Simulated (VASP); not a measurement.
# GaN (P6_3mc) in VASP: vibrations by perturbation theory with LDA

Aim: the vibrations by perturbation theory of GaN with LDA.

All numbers are computed with VASP 6.6.1; they aren't measurements. Logs are shortened: lines on timing, memory, paths and dates and some standing lists are left out, and cuts for length are marked.

**1. The cell of the first run**

Symmetry: P6_3mc, No. 186, hexagonal system. Conventional cell: a = 3.152 Å, b = 3.152 Å, c = 5.138 Å, α = 90.00°, β = 90.00°, γ = 120.00°. Within 2.6 Å of Ga (site symmetry 3m) lie 4 N at 1.93 Å. N (site symmetry 3m) has 4 Ga at 1.93 Å within 2.6 Å.

**2. Vibrations by perturbation theory, LDA**

Input file INCAR:

```
PREC = Accurate
ENCUT = 520
EDIFF = 1E-8
ISMEAR = 0
SIGMA = 0.01
LREAL = F
LASPH = T
NELM = 60
ALGO = Normal
ISIF = 2
LWAVE = F
LCHARG = F
GGA = CA
IBRION = 8
NSW = 1
LEPSILON = T
```

Input file KPOINTS:

```
Automatic mesh
0
Gamma
  12 12 6
```

Input file POSCAR:

```
GaN
1.0
    3.1518084872      0.0000000000      0.0000000000
   -1.5759042436      2.7295462178      0.0000000000
    0.0000000000      0.0000000000      5.1384146332
Ga N
2 2
Direct
    0.3333333333      0.6666666667     -0.0007033891
    0.6666666667      0.3333333333      0.4992966109
    0.3333333333      0.6666666667      0.3757033891
    0.6666666667      0.3333333333      0.8757033891
```

Potentials or basis: VASP PAW LDA potentials, release 64 (Ga_d, N).

The run is started by

```
cat potpaw_LDA.64/Ga_d/POTCAR potpaw_LDA.64/N/POTCAR > POTCAR
mpirun -np 1 vasp_std > vasp.out
```

OUTCAR:

```text
PREC = Accurate
   ENCUT = 520
   EDIFF = 1E-8
   ISMEAR = 0
   LREAL = F
   LASPH = T
   NELM = 60
   ISIF = 2
   GGA = CA
   IBRION = 8
   NSW = 1
   LEPSILON = T

 ion  position               nearest neighbor table
   1  0.333  0.667  0.999-   4 1.93   4 1.93   4 1.93   3 1.93
   2  0.667  0.333  0.499-   3 1.93   3 1.93   3 1.93   4 1.93
   3  0.333  0.667  0.376-   2 1.93   2 1.93   2 1.93   1 1.93
   4  0.667  0.333  0.876-   1 1.93   1 1.93   1 1.93   2 1.93

  LATTYP: Found a hexagonal cell.
 ALAT       =     3.1518084872
 C/A-ratio  =     1.6303067442

  Lattice vectors:

 A1 = (   3.1518084872,   0.0000000000,   0.0000000000)
 A2 = (  -1.5759042436,   2.7295462178,   0.0000000000)
 A3 = (   0.0000000000,   0.0000000000,   5.1384146332)

Analysis of symmetry for initial positions (statically):
=====================================================================
 Subroutine PRICEL returns:
 Original cell was already a primitive cell.

 Routine SETGRP: Setting up the symmetry group for a
 hexagonal supercell.

 Subroutine GETGRP returns: Found 12 space group operations
 (whereof  6 operations were pure point group operations)
 out of a pool of 24 trial point group operations.

The static configuration has the point symmetry C_3v.
 The point group associated with its full space group is C_6v.

Analysis of symmetry for dynamics (positions and initial velocities):
=====================================================================
 Subroutine PRICEL returns:
 Original cell was already a primitive cell.

 Routine SETGRP: Setting up the symmetry group for a
 hexagonal supercell.

 Subroutine GETGRP returns: Found 12 space group operations
 (whereof  6 operations were pure point group operations)
 out of a pool of 24 trial point group operations.

The dynamic configuration has the point symmetry C_3v.
 The point group associated with its full space group is C_6v.

 Subroutine INISYM returns: Found 12 space group operations
 (whereof  6 operations are pure point group operations),
 and found     1 'primitive' translations

----------------------------------------------------------------------------------------

                                     Primitive cell

  volume of cell :      44.2058

  direct lattice vectors                    reciprocal lattice vectors
     3.151808487  0.000000000  0.000000000     0.317278161  0.183180632  0.000000000
    -1.575904244  2.729546218  0.000000000     0.000000000  0.366361263  0.000000000
     0.000000000  0.000000000  5.138414633     0.000000000  0.000000000  0.194612555

  length of vectors
     3.151808487  3.151808487  5.138414633     0.366361263  0.366361263  0.194612555

  position of ions in fractional coordinates (direct lattice)
     0.333333333  0.666666667  0.999296611
     0.666666667  0.333333333  0.499296611
     0.333333333  0.666666667  0.375703389
     0.666666667  0.333333333  0.875703389

  ion indices of the primitive-cell ions
   primitive index   ion index
                 1           1
                 2           2
                 3           3
[... 789 lines left out ...]
     0.49853  0.00000  0.00000
     0.00000  0.49853  0.00000
    -0.00000 -0.00000 -1.01397

[... ionic steps 4 to 9 ...]

--------------------------------------- Ionic step       10  -------------------------------------------

------------------------ aborting loop because EDIFF is reached ----------------------------------------

[... ionic steps 11 to 11 ...]

--------------------------------------- Ionic step       12  -------------------------------------------

 Free energy of the ion-electron system (eV)
  ---------------------------------------------------
  ---------------------------------------------------
  free energy    TOTEN  =        -0.24487812 eV

  energy without entropy =       -0.24487812

------------------------ aborting loop because EDIFF is reached ----------------------------------------

 INTERNAL STRAIN TENSOR  FOR ION    3  DIRECTION 3   (eV/Angst):
 -----------------------------------------------------------------------------
     5.87904 -0.00000  0.00000
    -0.00000  5.87904  0.00000
     0.00000 -0.00000-11.07562

 MACROSCOPIC STATIC DIELECTRIC TENSOR (including local field effects in DFT)
 ------------------------------------------------------
           5.571117    -0.000000     0.000000
           0.000000     5.571117     0.000000
           0.000000     0.000000     5.754498
 ------------------------------------------------------

 PIEZOELECTRIC TENSOR (including local field effects)  for field in x, y, z        (e  Angst)
          XX          YY          ZZ          XY          YZ          ZX
  --------------------------------------------------------------------------------
  x    -0.00000     0.00000     0.00000    -0.00000     0.00000     1.52820
  y     0.00000     0.00000     0.00000    -0.00000     1.52820     0.00000
  z     1.37550     1.37550    -2.79765     0.00000    -0.00000    -0.00000

 PIEZOELECTRIC TENSOR (including local field effects)  for field in x, y, z        (C/m^2)
          XX          YY          ZZ          XY          YZ          ZX
  --------------------------------------------------------------------------------
  x    -0.00000     0.00000     0.00000    -0.00000     0.00000     0.55387
  y     0.00000     0.00000     0.00000    -0.00000     0.55388     0.00000
  z     0.49853     0.49853    -1.01397     0.00000    -0.00000    -0.00000

 BORN EFFECTIVE CHARGES (including local field effects) (in |e|, cummulative output)
 ---------------------------------------------------------------------------------
 ion    1
    1     2.57808     0.00000     0.00000
    2     0.00000     2.57808     0.00000
    3     0.00000     0.00000     2.71428
 ion    2
    1     2.57808     0.00000    -0.00000
    2     0.00000     2.57808     0.00000
    3     0.00000    -0.00000     2.71428
 ion    3
    1    -2.57808     0.00000    -0.00000
    2     0.00000    -2.57808    -0.00000
    3    -0.00000     0.00000    -2.71428
 ion    4
    1    -2.57808     0.00000     0.00000
    2     0.00000    -2.57808     0.00000
    3     0.00000     0.00000    -2.71428

 INTERNAL STRAIN TENSOR FOR ION    4 for displacements in x,y,z  (eV/Angst):
          X           Y           Z          XY          YZ          ZX
  --------------------------------------------------------------------------------
  x     0.00000     0.00000     0.00000    10.23630    -0.00000     5.84084
  y    10.23630   -10.23630     0.00000     0.00000     6.14744    -0.00000
  z     5.87904     5.87904   -11.07562     0.00000    -0.00000     0.00000

 SECOND DERIVATIVES (NOT SYMMETRIZED)
 ------------------------------------
               1X          1Y          1Z          2X          2Y          2Z          3X          3Y          3Z          4X          4Y          4Z
  1X   -14.238531    0.000000    0.000000    0.477927   -0.000000   -0.000000    1.041974    0.000000    0.000000   12.718630   -0.000000    0.000000
  1Y     0.000000  -14.238531    0.000000    0.000000    0.477927    0.000000    0.000000    1.041974    0.000000    0.000000   12.718630    0.000000
  1Z     0.000000   -0.000000  -21.244740    0.000000   -0.000000    8.559632    0.000000    0.000000    7.576581    0.000000    0.000000    5.108527
  2X     0.477927   -0.000000    0.000000  -14.238531    0.000000    0.000000   12.718630   -0.000000    0.000000    1.041974    0.000000    0.000000
  2Y     0.000000    0.477927    0.000000    0.000000  -14.238531   -0.000000    0.000000   12.718630    0.000000    0.000000    1.041974    0.000000
  2Z    -0.000000    0.000000    8.559632    0.000000    0.000000  -21.244740    0.000000    0.000000    5.108527    0.000000   -0.000000    7.576581
  3X     1.026054   -0.000000   -0.000000   12.701657    0.000000   -0.000000  -14.402466    0.000000   -0.000000    0.674755   -0.000000    0.000000
  3Y     0.000000    1.026054    0.000000    0.000000   12.701657    0.000000    0.000000  -14.402466    0.000000    0.000000    0.674755    0.000000
  3Z     0.000000   -0.000000    7.530377    0.000000    0.000000    5.121368    0.000000    0.000000  -18.992662   -0.000000    0.000000    6.340917
  4X    12.701657    0.000000   -0.000000    1.026054   -0.000000    0.000000    0.674755   -0.000000    0.000000  -14.402466    0.000000    0.000000
  4Y    -0.000000   12.701657    0.000000    0.000000    1.026054    0.000000    0.000000    0.674755    0.000000   -0.000000  -14.402466    0.000000
  4Z     0.000000   -0.000000    5.121368    0.000000    0.000000    7.530377    0.000000    0.000000    6.340917   -0.000000   -0.000000  -18.992662

 Eigenvectors and eigenvalues of the dynamical matrix
 ----------------------------------------------------

   1 f  =   21.054559 THz   132.289693 2PiTHz  702.304479 cm-1    87.074619 meV
             X         Y         Z           dx          dy          dz
     -0.000000  1.819697  5.134800     0.000000    0.000000    0.039746
      1.575904  0.909849  2.565593     0.000000    0.000000   -0.039746
     -0.000000  1.819697  1.930520     0.000000    0.000000   -0.705989
      1.575904  0.909849  4.499727    -0.000000   -0.000000    0.705989
[... 71 lines left out ...]
  12 f/i=    0.008011 THz     0.050335 2PiTHz    0.267218 cm-1     0.033131 meV
             X         Y         Z           dx          dy          dz
     -0.000000  1.819697  5.134800    -0.000000    0.000000   -0.645137
      1.575904  0.909849  2.565593    -0.000000    0.000000   -0.645137
     -0.000000  1.819697  1.930520    -0.000000    0.000000   -0.289478
      1.575904  0.909849  4.499727    -0.000000    0.000000   -0.289478

--------------------------------------------------------------------------------------------------------

 MACROSCOPIC STATIC DIELECTRIC TENSOR IONIC CONTRIBUTION
 ------------------------------------------------------
           3.959038    -0.000000    -0.000000
          -0.000000     3.959038    -0.000000
          -0.000000    -0.000000     4.761049
 ------------------------------------------------------

 ELASTIC MODULI CONTR FROM IONIC RELAXATION (kBar)
 Direction    XX          YY          ZZ          XY          YZ          ZX
 --------------------------------------------------------------------------------
 XX        -704.3754    309.3646    371.6071     -0.0000     -0.0000     -0.0000
 YY         309.3646   -704.3754    371.6071      0.0000      0.0000      0.0000
 ZZ         371.6071    371.6071   -699.1802      0.0000     -0.0000     -0.0000
 XY          -0.0000      0.0000      0.0000   -506.8700     -0.0000      0.0000
 YZ           0.0000     -0.0000     -0.0000     -0.0000   -170.9424      0.0000
 ZX          -0.0000      0.0000     -0.0000      0.0000      0.0000   -185.1639
 --------------------------------------------------------------------------------

 PIEZOELECTRIC TENSOR IONIC CONTR  for field in x, y, z        (C/m^2)
          XX          YY          ZZ          XY          YZ          ZX
  --------------------------------------------------------------------------------
  x    -0.00000     0.00000    -0.00000     0.00000     0.00000    -0.80565
  y     0.00000    -0.00000    -0.00000    -0.00000    -0.77409     0.00000
  z    -0.91246    -0.91246     1.71679    -0.00000     0.00000     0.00000
```

Run time: 14 min. Hardware: 1 thread of Intel Xeon 6975P-C (Granite Rapids), shared host; peak memory 0.9 GiB.

Results:

* Electronic dielectric tensor (diagonal): 5.57, 5.57, 5.75
* Born charges (mean of the diagonal): Ga +2.62; N -2.62 e
* Highest phonon frequency at Γ, LO-TO splitting left out: 702 cm⁻¹

Phonon frequencies in cm⁻¹ (negative: imaginary):
| q point | frequencies |
| --- | --- |
| (0.000, 0.000, 0.000) | 0 0 0 140 140 339 543 566 566 575 575 702 |

Electronic dielectric tensor:
```
5.57 0.00 0.00
0.00 5.57 0.00
0.00 0.00 5.75
```

Born effective charge tensors (e):
atom 1, Ga
```
2.58 0.00 0.00
0.00 2.58 0.00
0.00 0.00 2.71
```
atom 2, Ga
```
2.58 0.00 0.00
0.00 2.58 0.00
0.00 0.00 2.71
```
atom 3, N
```
-2.58  0.00  0.00
 0.00 -2.58  0.00
 0.00  0.00 -2.71
```
atom 4, N
```
-2.58  0.00  0.00
 0.00 -2.58  0.00
 0.00  0.00 -2.71
```

Caveat: the cell wasn't relaxed at this level first, which shifts response properties.
